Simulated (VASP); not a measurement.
# TiO2 (P4_2/mnm) in VASP: single point with PBEsol

Aim: the single point of TiO2 with PBEsol.

Program: VASP 6.6.1. These are calculated values, not measurements. Logs are shortened: lines on timing, memory, paths and dates and some standing lists are left out, and cuts for length are marked.

## 1. The cell of the first run

The structure is tetragonal, space group P4_2/mnm (No. 136). The conventional cell has a = 4.592 Å, b = 4.592 Å, c = 2.957 Å, α = 90.00°, β = 90.00°, γ = 90.00°. Ti (site symmetry mmm) has 6 O at 1.95 to 1.98 Å within 2.6 Å. Within 2.6 Å of O (site symmetry m2m) lie 3 Ti at 1.95 to 1.98 Å and 1 O at 2.53 Å.

## 2. Single point, PBEsol

Input file INCAR:

```
SYSTEM = TiO2
PREC = Accurate ; ENCUT = 600
EDIFF = 1E-6 ; ISMEAR = 0
SIGMA = 0.1 ; LREAL = .FALSE.
LASPH = .TRUE. ; NELM = 120
ALGO = Normal ; ISIF = 2
LWAVE = .FALSE. ; LCHARG = .TRUE.
GGA = PS ; LELF = .TRUE.
LVHAR = .TRUE. ; NBANDS = 33
GGA_COMPAT = .FALSE.
```

Input file KPOINTS:

```
regular mesh
0
G
  4 4 6
  0 0 0
```

Input file POSCAR:

```
TiO2
1.0
    4.5922000000      0.0000000000      0.0000000000
    0.0000000000      4.5922000000      0.0000000000
    0.0000000000      0.0000000000      2.9574000000
Ti O
2 4
Direct
    0.0000000000      0.0000000000      0.0000000000
    0.5000000000      0.5000000000      0.5000000000
    0.3049600000      0.3049600000      0.0000000000
    0.1950400000      0.8049600000      0.5000000000
    0.6950400000      0.6950400000      0.0000000000
    0.8049600000      0.1950400000      0.5000000000
```

Potentials or basis: VASP PAW PBE potentials, release 64 (Ti_sv, O).

Command:

```
> cat potpaw_PBE.64/Ti_sv/POTCAR potpaw_PBE.64/O/POTCAR > POTCAR
> mpirun -np 1 vasp_std > vasp.out
```

OUTCAR:

```text
SYSTEM = TiO2
   PREC = Accurate
   ENCUT = 600
   EDIFF = 1E-6
   ISMEAR = 0
   LREAL = .FALSE.
   LASPH = .TRUE.
   NELM = 120
   ISIF = 2
   GGA = PS

 ion  position               nearest neighbor table
   1  0.000  0.000  0.000-   4 1.95   6 1.95   4 1.95   6 1.95   5 1.98   3 1.98
   2  0.500  0.500  0.500-   3 1.95   5 1.95   3 1.95   5 1.95   4 1.98   6 1.98
   3  0.305  0.305  0.000-   2 1.95   2 1.95   1 1.98
   4  0.195  0.805  0.500-   1 1.95   1 1.95   2 1.98
   5  0.695  0.695  0.000-   2 1.95   2 1.95   1 1.98
   6  0.805  0.195  0.500-   1 1.95   1 1.95   2 1.98

  LATTYP: Found a simple tetragonal cell.
 ALAT       =     4.5922000000
 C/A-ratio  =     0.6440050520

  Lattice vectors:

 A1 = (   4.5922000000,   0.0000000000,   0.0000000000)
 A2 = (   0.0000000000,   4.5922000000,   0.0000000000)
 A3 = (   0.0000000000,   0.0000000000,   2.9574000000)

Analysis of symmetry for initial positions (statically):
=====================================================================
 Subroutine PRICEL returns:
 Original cell was already a primitive cell.

 Routine SETGRP: Setting up the symmetry group for a
 simple tetragonal supercell.

 Subroutine GETGRP returns: Found 16 space group operations
 (whereof  8 operations were pure point group operations)
 out of a pool of 16 trial point group operations.

The static configuration has the point symmetry D_2h.
 The point group associated with its full space group is D_4h.

Analysis of symmetry for dynamics (positions and initial velocities):
=====================================================================
 Subroutine PRICEL returns:
 Original cell was already a primitive cell.

 Routine SETGRP: Setting up the symmetry group for a
 simple tetragonal supercell.

 Subroutine GETGRP returns: Found 16 space group operations
 (whereof  8 operations were pure point group operations)
 out of a pool of 16 trial point group operations.

The dynamic configuration has the point symmetry D_2h.
 The point group associated with its full space group is D_4h.

 Subroutine INISYM returns: Found 16 space group operations
 (whereof  8 operations are pure point group operations),
 and found     1 'primitive' translations

----------------------------------------------------------------------------------------

                                     Primitive cell

  volume of cell :      62.3665

  direct lattice vectors                    reciprocal lattice vectors
     4.592200000  0.000000000  0.000000000     0.217760550  0.000000000  0.000000000
     0.000000000  4.592200000  0.000000000     0.000000000  0.217760550  0.000000000
     0.000000000  0.000000000  2.957400000     0.000000000  0.000000000  0.338134848

  length of vectors
     4.592200000  4.592200000  2.957400000     0.217760550  0.217760550  0.338134848

  position of ions in fractional coordinates (direct lattice)
     0.000000000  0.000000000  0.000000000
     0.500000000  0.500000000  0.500000000
     0.304960000  0.304960000  0.000000000
     0.195040000  0.804960000  0.500000000
     0.695040000  0.695040000  0.000000000
     0.804960000  0.195040000  0.500000000

  ion indices of the primitive-cell ions
   primitive index   ion index
                 1           1
                 2           2
                 3           3
                 4           4
                 5           5
                 6           6

----------------------------------------------------------------------------------------

 KPOINTS: regular mesh

Automatic generation of k-mesh.
 Grid dimensions read from file:
 generate k-points for:    4    4    6

 Generating k-lattice:

  Cartesian coordinates                     Fractional coordinates (reciprocal lattice)
     0.054440138  0.000000000  0.000000000     0.250000000  0.000000000  0.000000000
     0.000000000  0.054440138  0.000000000     0.000000000  0.250000000  0.000000000
     0.000000000  0.000000000  0.056355808     0.000000000  0.000000000  0.166666667

  Length of vectors
     0.054440138  0.054440138  0.056355808

  Shift w.r.t. Gamma in fractional coordinates (k-lattice)
     0.000000000  0.000000000  0.000000000

 Subroutine IBZKPT returns following result:
 ===========================================

 Found     24 irreducible k-points:

 Following reciprocal coordinates:
            Coordinates               Weight
  0.000000  0.000000  0.000000      1.000000
  0.250000  0.000000  0.000000      4.000000
  0.500000  0.000000  0.000000      2.000000
  0.250000  0.250000  0.000000      4.000000
  0.500000  0.250000  0.000000      4.000000
  0.500000  0.500000  0.000000      1.000000
[... 16 lines left out ...]
  0.500000  0.250000  0.500000      4.000000
  0.500000  0.500000  0.500000      1.000000
   k-points           NKPTS =     24   k-points in BZ     NKDIM =     24   number of bands    NBANDS=     33
   number of dos      NEDOS =    301   number of ions     NIONS =      6
   total plane-waves  NPLWV =  38400
   dimension x,y,z NGX =    40 NGY =   40 NGZ =   24
   dimension x,y,z NGXF=    80 NGYF=   80 NGZF=   48
   ions per type =               2   4
   NGX,Y,Z   is equivalent  to a cutoff of  14.48, 14.48, 13.49 a.u.
   NGXF,Y,Z  is equivalent  to a cutoff of  28.96, 28.96, 26.98 a.u.
 SYSTEM =  TiO2
   PREC   = accura    normal or accurate (medium, high low for compatibility)
   ISTART =      0    job   : 0-new  1-cont  2-samecut
   ICHARG =      2    charge: 1-file 2-atom 10-const
   ISPIN  =      1    spin polarized calculation?
   LNONCOLLINEAR =      F non collinear calculations
   LSORBIT =      F    spin-orbit coupling
   LASPH  =      T    aspherical Exc in radial PAW
   ENCUT  =  600.0 eV  44.10 Ry    6.64 a.u.   9.17  9.17  5.91*2*pi/ulx,y,z
   NELM   =    120;   NELMIN=  2; NELMDL= -5     # of ELM steps
   EDIFF  = 0.1E-05   stopping-criterion for ELM
   LREAL  =      F    real-space projection
   EDIFFG = 0.1E-04   stopping-criterion for IOM
   NSW    =      0    number of steps for IOM
[... 5 lines left out ...]
   TEBEG  =    0.0;   TEEND  =   0.0 temperature during run
   PSTRESS=    0.0 pullay stress
   NELECT =      48.0000    total number of electrons
   NUPDOWN=      -1.0000    fix difference up-down
   EMIN   =  10.00;   EMAX   =-10.00  energy-range for DOS
   EFERMI =   0.00;   METHOD = LEGACY
   ISMEAR =     0;   SIGMA  =   0.10  broadening in eV -4-tet -1-fermi 0-gaus
   EFERMI_NEDOS =   21; number of points for ismear=-14 and -15
   IALGO  =     38    algorithm
   IMIX   =      4    mixing-type and parameters
     AMIX     =   0.40;   BMIX     =  1.00
     AMIX_MAG =   1.60;   BMIX_MAG =  1.00
  volume/ion in A,a.u.               =      10.39        70.15
  Fermi-wavevector in a.u.,A,eV,Ry     =   1.500277  2.835112 30.624403  2.250830
  Thomas-Fermi vector in A             =   2.611798
   LORBIT       =      0    0 simple, 1 ext, 2 COOP (PROOUT), +10 PAW based schemes
   GGA     = PS    functional components
   LHFCALC =     F    Hartree Fock is set to
   AEXX    =    0.0000 exact exchange contribution
   IVDW    =     0    specifies the selected vdW correction
   LEPSILON=     F    determine dielectric tensor
   LRPA    =     F    only Hartree local field effects (RPA)
 non-spin polarized calculation
 Gauss-broadening in eV      SIGMA  =   0.10
  energy-cutoff  :      600.00
  volume of cell :       62.37
 maximum number of plane-waves:      2104
 NGX is ok and might be reduce to    40
   NGX = 19   NGY = 19   NGZ = 11

 number of electron      47.9999989 magnetization

 Free energy of the ion-electron system (eV)
  ---------------------------------------------------
  ext. energy  EPLUGINS =         0.00000000
  ---------------------------------------------------
  free energy    TOTEN  =       -56.10363014 eV

  energy without entropy =      -56.10363014  energy(sigma->0) =      -56.10363014

 E-fermi :   5.2787     XC(G=0): -11.7076

 val. band max:        4.7417534613   @ k =   0.0000   0.0000   0.0000
 cond. band min:       6.5769945301   @ k =   0.0000   0.0000   0.0000
 fundamental gap:      1.8352410688
 Fermi energy:         5.2787268698

 k-point     1 :       0.0000    0.0000    0.0000
  band No.  band energies     occupation
      1     -51.9142      2.00000
      2     -51.8963      2.00000
      3     -28.3383      2.00000
      4     -28.3383      2.00000
      5     -28.1679      2.00000
      6     -28.1679      2.00000
[... 25 lines left out ...]
     32      11.4097      0.00000
     33      11.4894      0.00000

 k-point     2 :       0.2500    0.0000    0.0000
  band No.  band energies     occupation
      1     -51.9116      2.00000
      2     -51.8989      2.00000
      3     -28.3187      2.00000
      4     -28.3170      2.00000
      5     -28.1915      2.00000
      6     -28.1897      2.00000
[... 25 lines left out ...]
     32      11.2189      0.00000
     33      11.2541      0.00000

 k-point     3 :       0.5000    0.0000    0.0000
  band No.  band energies     occupation
      1     -51.9052      2.00000
      2     -51.9052      2.00000
      3     -28.2841      2.00000
      4     -28.2841      2.00000
      5     -28.2266      2.00000
      6     -28.2266      2.00000
[... 25 lines left out ...]
     32      10.8687      0.00000
     33      11.0472      0.00000

 k-point     4 :       0.2500    0.2500    0.0000
  band No.  band energies     occupation
      1     -51.9097      2.00000
      2     -51.9007      2.00000
      3     -28.3449      2.00000
      4     -28.2846      2.00000
      5     -28.2261      2.00000
      6     -28.1639      2.00000
[... 673 lines left out ...]
     32      10.6212      0.00000
     33      10.8014      0.00000

 k-point    23 :       0.5000    0.2500    0.5000
  band No.  band energies     occupation
      1     -51.8633      2.00000
      2     -51.8633      2.00000
      3     -28.5807      2.00000
      4     -28.5807      2.00000
      5     -28.1855      2.00000
      6     -28.1855      2.00000
[... 25 lines left out ...]
     32       9.9947      0.00000
     33      11.5466      0.00000

 k-point    24 :       0.5000    0.5000    0.5000
  band No.  band energies     occupation
      1     -51.8633      2.00000
      2     -51.8633      2.00000
      3     -28.5746      2.00000
      4     -28.5746      2.00000
      5     -28.1918      2.00000
      6     -28.1918      2.00000
[... 25 lines left out ...]
     32      10.6816      0.00000
     33      10.7864      0.00000

------------------------ aborting loop because EDIFF is reached ----------------------------------------

  FORCE on cell =-STRESS in cart. coord.  units (eV):
  Direction    XX          YY          ZZ          XY          YZ          ZX
  --------------------------------------------------------------------------------------
  -------------------------------------------------------------------------------------
  Total       -0.2682407     -0.2682407     -0.9314313     -0.0000000      0.0000000      0.0000000
  in kB       -6.8910211     -6.8910211    -23.9281848     -0.0000000      0.0000000      0.0000000
  external PRESSURE =     -12.5700757 kB  Pullay stress =       0.0000000 kB

 VOLUME and BASIS-vectors are now :
 -----------------------------------------------------------------------------
  energy-cutoff  :      600.00
  volume of cell :       62.37
      direct lattice vectors                 reciprocal lattice vectors
     4.592200000  0.000000000  0.000000000     0.217760550  0.000000000  0.000000000
     0.000000000  4.592200000  0.000000000     0.000000000  0.217760550  0.000000000
     0.000000000  0.000000000  2.957400000     0.000000000  0.000000000  0.338134848

 POSITION                                       TOTAL-FORCE (eV/Angst)
 -----------------------------------------------------------------------------------
      0.00000      0.00000      0.00000         0.000000      0.000000     -0.000000
      2.29610      2.29610      1.47870         0.000000      0.000000     -0.000000
      1.40044      1.40044      0.00000        -0.037916     -0.037916      0.000000
      0.89566      3.69654      1.47870         0.037916     -0.037916     -0.000000
      3.19176      3.19176      0.00000         0.037916      0.037916     -0.000000
      3.69654      0.89566      1.47870        -0.037916      0.037916     -0.000000
 -----------------------------------------------------------------------------------
    total drift:                               -0.000000     -0.000000     -0.000000

  FREE ENERGIE OF THE ION-ELECTRON SYSTEM (eV)
  ---------------------------------------------------
  free  energy   TOTEN  =       -56.1036301433 eV

  energy  without entropy=      -56.1036301433  energy(sigma->0) =      -56.10363014
```

Run time: 1.9 min. Hardware: 1 thread of Oxide Virtual Turin-like, shared host; peak memory 0.18 GiB.

What came out:

```
Free energy            : -56.1036 eV
Pressure               : -1.3 GPa
Largest force          : 0.054 eV/Å
Band gap on the k mesh : 1.84 eV
```

Forces in eV/Å, atoms in the order of the input:
```
Ti   0.000  0.000  0.000
Ti   0.000  0.000  0.000
O   -0.038 -0.038  0.000
O    0.038 -0.038  0.000
O    0.038  0.038  0.000
O   -0.038  0.038  0.000
```

Caveat: the PAW data sets were made with another functional, which shifts forces and pressure a little. A k mesh can miss the band edges.
